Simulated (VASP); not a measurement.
Write the native input for VASP 6.6.1 that does the following.

```
Task                   : single point
Functional             : PBE
Potentials or basis    : VASP PAW PBE potentials, release 64 (Mg, S)
Cutoff                 : 520 eV
k mesh                 : 4 × 4 × 4
Occupations            : gaussian, width 0.05 eV
Spin                   : no spin polarisation
Dipole correction      : no
Further INCAR settings : LREAL = Auto; ALGO = Normal; EDIFF = 1e-06; NBANDS = 42
```

The structure of Mg8S7 (a cell with a defect) lies in POSCAR:

```
Mg8S7
1.0
    0.0000000000      5.6972139931     -5.6972139931
   -5.6972139931      0.0000000000     -5.6972139931
   -5.6972139931      5.6972139931      0.0000000000
Mg S
8 7
Direct
   -0.0014681737      0.4907320496      0.0277036285
    0.4833083334      0.4980987204     -0.0026923686
   -0.0031546998      0.0053871945      0.0053871945
    0.5106496796     -0.0079592411     -0.0079592411
   -0.0235856508      0.5220313830      0.5220313830
    0.5388250299      0.4731269535      0.4731269535
   -0.0014681737      0.0277036285      0.4907320496
    0.4833083334     -0.0026923686      0.4980987204
    0.3420711426      0.3706925003      0.3706925003
    0.8588965600      0.8944190101      0.3817185913
    0.3790794066      0.8576143543      0.3678651535
    0.8588965600      0.3817185913      0.8944190101
    0.3790794066      0.3678651535      0.8576143543
    0.8866087014      0.8730580431      0.8730580431
    0.3714531353      0.8732039916      0.8732039916
```

One way to write it, as run:

INCAR

```
SYSTEM = Mg8S7
PREC = Accurate ; ENCUT = 520
EDIFF = 1E-6 ; ISMEAR = 0
SIGMA = 0.05 ; LREAL = Auto
LASPH = .TRUE. ; NELM = 80
ALGO = Normal ; ISIF = 2
LWAVE = .FALSE. ; LCHARG = .TRUE.
GGA = PE ; LELF = .TRUE.
LVHAR = .TRUE. ; NBANDS = 42
```

KPOINTS

```
Automatic mesh
0
G
  4 4 4
  0 0 0
```

Potentials or basis: VASP PAW PBE potentials, release 64 (Mg, S).

Run with:

```sh
$ cat potpaw_PBE.64/Mg/POTCAR potpaw_PBE.64/S/POTCAR > POTCAR
$ mpirun -np 1 vasp_std > vasp.out
```

Results of the run:

```
Pressure               : -1.8 GPa
Largest force          : 0.572 eV/Å
Band gap on the k mesh : 1.19 eV
```

Wall time 5.8 min on 1 thread of AMD EPYC 9R45 96-Core Processor (Zen 5), on a shared host, peak memory 0.57 GiB.
